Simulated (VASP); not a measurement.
# InP (F-43m) in VASP: a series of runs

The runs below take InP through single point, with r2SCAN.

Everything below comes from runs of VASP 6.6.1. Logs are shortened: lines on timing, memory, paths and dates and some standing lists are left out, and cuts for length are marked.

### Step 1. The cell of the first run

The structure is cubic, space group F-43m (No. 216). Conventional cell: a = 5.671 Å, b = 5.671 Å, c = 5.671 Å, α = 90.00°, β = 90.00°, γ = 90.00°. Within 3.2 Å of In (site symmetry -43m) lie 4 P at 2.46 Å. Within 3.2 Å of P (site symmetry -43m) lie 4 In at 2.46 Å.

### Step 2. Single point, r2SCAN, non-collinear spin, zero start, spin-orbit coupling (strain -4.0%)

POSCAR reads:

```
InP
1.0
    0.0000000000      2.8356361294      2.8356361294
    2.8356361294      0.0000000000      2.8356361294
    2.8356361294      2.8356361294      0.0000000000
In P
1 1
Direct
    0.0000000000      0.0000000000      0.0000000000
    0.2500000000      0.2500000000      0.2500000000
```

INCAR.step1 reads:

```
SYSTEM = InP
PREC = Accurate ; ENCUT = 520
ISMEAR = -1 ; SIGMA = 0.02
LREAL = .False. ; LASPH = .True.
NELM = 150 ; LNONCOLLINEAR = .True.
MAGMOM = 0 0 0 0 0 0 ; LSORBIT = .True.
GGA_COMPAT = .False. ; NBANDS = 30
GGA = PE ; ALGO = Normal
EDIFF = 1E-4 ; LWAVE = .True.
LCHARG = .False.
```

INCAR.step2 reads:

```
SYSTEM = InP
PREC = Accurate ; ENCUT = 520
EDIFF = 1E-6 ; ISMEAR = -1
SIGMA = 0.02 ; LREAL = .False.
LASPH = .True. ; NELM = 150
ALGO = Normal ; ISIF = 2
LWAVE = .False. ; LCHARG = .True.
LNONCOLLINEAR = .True. ; MAGMOM = 0 0 0 0 0 0
LORBIT = 11 ; LSORBIT = .True.
GGA_COMPAT = .False. ; LORBMOM = .True.
METAGGA = R2SCAN ; LMIXTAU = .True.
LVHAR = .True. ; NBANDS = 30
ISTART = 1
```

KPOINTS reads:

```
Automatic mesh
0
Gamma
  8 8 8
  0 0 0
```

Potentials or basis: VASP PAW PBE potentials, release 64 (In_d, P).

Run with:

```sh
cat potpaw_PBE.64/In_d/POTCAR potpaw_PBE.64/P/POTCAR > POTCAR
cp INCAR.step1 INCAR
mpirun -np 1 vasp_ncl > vasp.out
cp INCAR.step2 INCAR
mpirun -np 1 vasp_ncl > vasp.out
```

OUTCAR:

```text
SYSTEM = InP
   PREC = Accurate
   ENCUT = 520
   EDIFF = 1E-6
   ISMEAR = -1
   LREAL = .False.
   LASPH = .True.
   NELM = 150
   ISIF = 2
   LNONCOLLINEAR = .True.
   LORBIT = 11
   LSORBIT = .True.
   METAGGA = R2SCAN
   ISTART = 1

 ion  position               nearest neighbor table
   1  0.000  0.000  0.000-   2 2.46   2 2.46   2 2.46   2 2.46
   2  0.250  0.250  0.250-   1 2.46   1 2.46   1 2.46   1 2.46

  LATTYP: Found a face centered cubic cell.
 ALAT       =     5.6712722588

  Lattice vectors:

 A1 = (   0.0000000000,   2.8356361294,   2.8356361294)
 A2 = (   2.8356361294,   0.0000000000,   2.8356361294)
 A3 = (   2.8356361294,   2.8356361294,   0.0000000000)

Analysis of symmetry for initial positions (statically):
=====================================================================
 Subroutine PRICEL returns:
 Original cell was already a primitive cell.

 Routine SETGRP: Setting up the symmetry group for a
 face centered cubic supercell.

 Subroutine GETGRP returns: Found 24 space group operations
 (whereof 24 operations were pure point group operations)
 out of a pool of 48 trial point group operations.

The static configuration has the point symmetry T_d .

Analysis of symmetry for dynamics (positions and initial velocities):
=====================================================================
 Subroutine PRICEL returns:
 Original cell was already a primitive cell.

 Routine SETGRP: Setting up the symmetry group for a
 face centered cubic supercell.

 Subroutine GETGRP returns: Found 24 space group operations
 (whereof 24 operations were pure point group operations)
 out of a pool of 48 trial point group operations.

The dynamic configuration has the point symmetry T_d .

Analysis of structural, dynamic, and magnetic symmetry:
=====================================================================
 Subroutine PRICEL returns:
 Original cell was already a primitive cell.

 Routine SETGRP: Setting up the symmetry group for a
 face centered cubic supercell.

 Subroutine GETGRP returns: Found 24 space group operations
 (whereof 24 operations were pure point group operations)
 out of a pool of 48 trial point group operations.

The overall configuration has the point symmetry T_d .

 Subroutine INISYM returns: Found 24 space group operations
 (whereof 24 operations are pure point group operations),
 and found     1 'primitive' translations

----------------------------------------------------------------------------------------

                                     Primitive cell

  volume of cell :      45.6017

  direct lattice vectors                    reciprocal lattice vectors
[... 963 lines left out ...]
    total drift:                               -0.000000     -0.000000     -0.000000

  FREE ENERGIE OF THE ION-ELECTRON SYSTEM (eV)
  ---------------------------------------------------
  free  energy   TOTEN  =       -32.1544138831 eV

  energy  without entropy=      -32.1544138830  energy(sigma->0) =      -32.15441388

 orbital moment (x)

 # of ion     p       d       tot
 ----------------------------------------
  1         0.000  -0.000   0.000
  2        -0.000   0.000  -0.000
 ----------------------------------------
            0.000  -0.000   0.000

 orbital moment (y)

 # of ion     p       d       tot
 ----------------------------------------
  1        -0.000   0.000  -0.000
  2         0.000   0.000   0.000
 ----------------------------------------
           -0.000   0.000  -0.000

 orbital moment (z)

 # of ion     p       d       tot
 ----------------------------------------
  1         0.000   0.000   0.000
  2         0.000   0.000   0.000
 ----------------------------------------
            0.000   0.000   0.000

 Spin-Orbit-Coupling matrix elements

 Ion:    1  E_soc:     -0.0711249
 l=   1
     0.0000000    -0.0054613    -0.0054613
    -0.0054613     0.0000000    -0.0054613
    -0.0054613    -0.0054613     0.0000000
 l=   2
     0.0000000    -0.0013178     0.0000000    -0.0013178    -0.0050751
    -0.0013178     0.0000000    -0.0038063    -0.0013178    -0.0012688
     0.0000000    -0.0038063     0.0000000    -0.0038063     0.0000000
    -0.0013178    -0.0013178    -0.0038063     0.0000000    -0.0012688
    -0.0050751    -0.0012688     0.0000000    -0.0012688     0.0000000
 l=   3
     0.0000000     0.0000000     0.0000000     0.0000000     0.0000000     0.0000000     0.0000000
     0.0000000     0.0000000     0.0000000     0.0000000     0.0000000     0.0000000     0.0000000
     0.0000000     0.0000000     0.0000000     0.0000000     0.0000000     0.0000000     0.0000000
     0.0000000     0.0000000     0.0000000     0.0000000     0.0000000     0.0000000     0.0000000
     0.0000000     0.0000000     0.0000000     0.0000000     0.0000000     0.0000000     0.0000000
     0.0000000     0.0000000     0.0000000     0.0000000     0.0000000     0.0000000     0.0000000
     0.0000000     0.0000000     0.0000000     0.0000000     0.0000000     0.0000000     0.0000000

 Ion:    2  E_soc:     -0.0010226
 l=   1
     0.0000000    -0.0001704    -0.0001704
    -0.0001704     0.0000000    -0.0001704
    -0.0001704    -0.0001704     0.0000000
 l=   2
     0.0000000     0.0000000     0.0000000     0.0000000     0.0000000
     0.0000000     0.0000000     0.0000000     0.0000000     0.0000000
     0.0000000     0.0000000     0.0000000     0.0000000     0.0000000
     0.0000000     0.0000000     0.0000000     0.0000000     0.0000000
     0.0000000     0.0000000     0.0000000     0.0000000     0.0000000
 l=   3
     0.0000000     0.0000000     0.0000000     0.0000000     0.0000000     0.0000000     0.0000000
     0.0000000     0.0000000     0.0000000     0.0000000     0.0000000     0.0000000     0.0000000
     0.0000000     0.0000000     0.0000000     0.0000000     0.0000000     0.0000000     0.0000000
     0.0000000     0.0000000     0.0000000     0.0000000     0.0000000     0.0000000     0.0000000
     0.0000000     0.0000000     0.0000000     0.0000000     0.0000000     0.0000000     0.0000000
     0.0000000     0.0000000     0.0000000     0.0000000     0.0000000     0.0000000     0.0000000
     0.0000000     0.0000000     0.0000000     0.0000000     0.0000000     0.0000000     0.0000000

 total charge

# of ion       s       p       d       tot
------------------------------------------
    1        0.830   0.922   9.921  11.673
    2        1.013   1.583   0.000   2.596
--------------------------------------------------
tot          1.843   2.505   9.921  14.269

 magnetization (x)

# of ion       s       p       d       tot
------------------------------------------
    1        0.000  -0.000   0.000   0.000
    2        0.000  -0.000   0.000  -0.000
--------------------------------------------------
tot          0.000  -0.000   0.000  -0.000

 magnetization (y)

# of ion       s       p       d       tot
------------------------------------------
    1       -0.000   0.000  -0.000  -0.000
    2        0.000   0.000   0.000   0.000
--------------------------------------------------
tot         -0.000   0.000  -0.000   0.000

 magnetization (z)

# of ion       s       p       d       tot
------------------------------------------
    1       -0.000   0.000   0.000   0.000
    2        0.000  -0.000   0.000  -0.000
--------------------------------------------------
tot          0.000  -0.000   0.000  -0.000
```

OUTCAR.step1:

```text
SYSTEM = InP
   PREC = Accurate
   ENCUT = 520
   ISMEAR = -1
   LREAL = .False.
   LASPH = .True.
[... 1080 lines left out ...]
     0.0000000     0.0000000     0.0000000     0.0000000     0.0000000     0.0000000     0.0000000
     0.0000000     0.0000000     0.0000000     0.0000000     0.0000000     0.0000000     0.0000000
     0.0000000     0.0000000     0.0000000     0.0000000     0.0000000     0.0000000     0.0000000
     0.0000000     0.0000000     0.0000000     0.0000000     0.0000000     0.0000000     0.0000000
     0.0000000     0.0000000     0.0000000     0.0000000     0.0000000     0.0000000     0.0000000
     0.0000000     0.0000000     0.0000000     0.0000000     0.0000000     0.0000000     0.0000000

=======================================================================

 ========================================================
```

Wall time 8 min (1 thread of Intel Xeon Platinum 8488C (Sapphire Rapids), shared host); peak memory 0.37 GiB.

Results:

* Free energy: -32.1544 eV
* Pressure: 10.8 GPa
* Net moment: 0.00 μB per cell
* Valence electrons inside the program's atomic spheres: In 11.67; P 2.60

Moments on the atoms (μB; x, y, z):
```
In  0.00 0.00 0.00
P   0.00 0.00 0.00
```

Caveat: the cell differs from its parent crystal (strain -4.0%); the cell stands under pressure; the PAW data sets were made with another functional, which shifts forces and pressure a little.

### Step 3. Single point, r2SCAN, non-collinear spin, zero start, spin-orbit coupling (strain -3.0%)

POSCAR reads:

```
InP
1.0
    0.0000000000      2.8651740058      2.8651740058
    2.8651740058      0.0000000000      2.8651740058
    2.8651740058      2.8651740058      0.0000000000
In P
1 1
Direct
    0.0000000000      0.0000000000      0.0000000000
    0.2500000000      0.2500000000      0.2500000000
```

INCAR.step1 reads:

```
SYSTEM = InP
  PREC = Accurate
  ENCUT = 520
  ISMEAR = -1
  SIGMA = 0.02
  LREAL = .FALSE.
  LASPH = .TRUE.
  NELM = 150
  LNONCOLLINEAR = .TRUE.
  MAGMOM = 0 0 0 0 0 0
  LSORBIT = .TRUE.
  GGA_COMPAT = .FALSE.
  NBANDS = 30
  GGA = PE
  ALGO = Normal
  EDIFF = 1E-4
  LWAVE = .TRUE.
  LCHARG = .FALSE.
```

INCAR.step2 reads:

```
SYSTEM = InP
  PREC = Accurate
  ENCUT = 520
  EDIFF = 1E-7
  ISMEAR = -1
  SIGMA = 0.02
  LREAL = .FALSE.
  LASPH = .TRUE.
  NELM = 150
  ALGO = Normal
  ISIF = 2
  LWAVE = .FALSE.
  LCHARG = .FALSE.
  LNONCOLLINEAR = .TRUE.
  MAGMOM = 0 0 0 0 0 0
  LORBIT = 11
  LSORBIT = .TRUE.
  GGA_COMPAT = .FALSE.
  LORBMOM = .TRUE.
  METAGGA = R2SCAN
  LMIXTAU = .TRUE.
  NBANDS = 30
  ISTART = 1
```

KPOINTS reads:

```
Automatic mesh
0
G
  8 8 8
  0 0 0
```

Potentials or basis: VASP PAW PBE potentials, release 64 (In_d, P).

Run with:

```sh
cat potpaw_PBE.64/In_d/POTCAR potpaw_PBE.64/P/POTCAR > POTCAR
cp INCAR.step1 INCAR
mpirun -np 1 vasp_ncl > vasp.out
cp INCAR.step2 INCAR
mpirun -np 1 vasp_ncl > vasp.out
```

Run time: 8.6 min. Hardware: 1 thread of Intel Xeon Platinum 8488C (Sapphire Rapids), shared host; peak memory 0.38 GiB.

The run converged. Its results:

```
Free energy                                           : -32.2363 eV
Pressure                                              : 7.4 GPa
Net moment                                            : 0.00 μB per cell
Valence electrons inside the program's atomic spheres : In 11.62; P 2.58
```

Moments on the atoms (μB; x, y, z):
```
In  0.00 0.00 0.00
P   0.00 0.00 0.00
```

Caveat: the cell differs from its parent crystal (strain -3.0%); the cell stands under pressure; the PAW data sets were made with another functional, which shifts forces and pressure a little.

### Step 4. Single point, r2SCAN, non-collinear spin, zero start, spin-orbit coupling (strain -2.0%)

POSCAR reads:

```
InP
1.0
    0.0000000000      2.8947118821      2.8947118821
    2.8947118821      0.0000000000      2.8947118821
    2.8947118821      2.8947118821      0.0000000000
In P
1 1
Direct
    0.0000000000      0.0000000000      0.0000000000
    0.2500000000      0.2500000000      0.2500000000
```

INCAR.step1 reads:

```
  ALGO = Normal
  EDIFF = 1E-4
  ENCUT = 520
  GGA = PE
  GGA_COMPAT = F
  ISMEAR = -1
  LASPH = T
  LCHARG = F
  LNONCOLLINEAR = T
  LREAL = F
  LSORBIT = T
  LWAVE = T
  MAGMOM = 0 0 0 0 0 0
  NBANDS = 30
  NELM = 150
  PREC = Accurate
  SIGMA = 0.02
```

INCAR.step2 reads:

```
  ALGO = Normal
  EDIFF = 1E-7
  ENCUT = 520
  GGA_COMPAT = F
  ISIF = 2
  ISMEAR = -1
  ISTART = 1
  LASPH = T
  LCHARG = F
  LMIXTAU = T
  LNONCOLLINEAR = T
  LORBIT = 11
  LORBMOM = T
  LREAL = F
  LSORBIT = T
  LWAVE = F
  MAGMOM = 0 0 0 0 0 0
  METAGGA = R2SCAN
  NBANDS = 30
  NELM = 150
  PREC = Accurate
  SIGMA = 0.02
```

KPOINTS reads:

```
k-points
0
Gamma
  8 8 8
```

Run with:

```sh
cat potpaw_PBE.64/In_d/POTCAR potpaw_PBE.64/P/POTCAR > POTCAR
cp INCAR.step1 INCAR
mpirun -np 1 vasp_ncl > vasp.out
cp INCAR.step2 INCAR
mpirun -np 1 vasp_ncl > vasp.out
```

Wall time 9.6 min (1 thread of Intel Xeon Platinum 8488C (Sapphire Rapids), shared host); peak memory 0.37 GiB.

It converged, with:

| Quantity | Value |
| --- | --- |
| Free energy | -32.2914 eV |
| Pressure | 4.5 GPa |
| Net moment | 0.00 μB per cell |
| Valence electrons inside the program's atomic spheres | In 11.58; P 2.56 |

Moments on the atoms (μB; x, y, z):
```
In  0.00 0.00 0.00
P   0.00 0.00 0.00
```

Caveat: the cell differs from its parent crystal (strain -2.0%); the cell stands under pressure; the PAW data sets were made with another functional, which shifts forces and pressure a little.

### Step 5. Summary

| cell | pressure (GPa) | moment (μB) |
| --- | --- | --- |
| a = 4.010 Å, angles 60.0°, 2 atoms | 10.8 | 0.00 |
| a = 4.052 Å, angles 60.0°, 2 atoms | 7.4 | 0.00 |
| a = 4.094 Å, angles 60.0°, 2 atoms | 4.5 | 0.00 |

Alike in all rows: task single point; level r2SCAN; potentials or basis VASP PAW PBE potentials, release 64 (In_d, P); spin non-collinear, zero start, SOC; k mesh 8 × 8 × 8; cutoff (eV) 520; smearing fermi-dirac 0.02 eV.

Caveats: the cell stands under pressure; the PAW data sets were made with another functional, which shifts forces and pressure a little.

Total energies depend on the potentials used, so only differences within one code and one set of settings carry meaning.
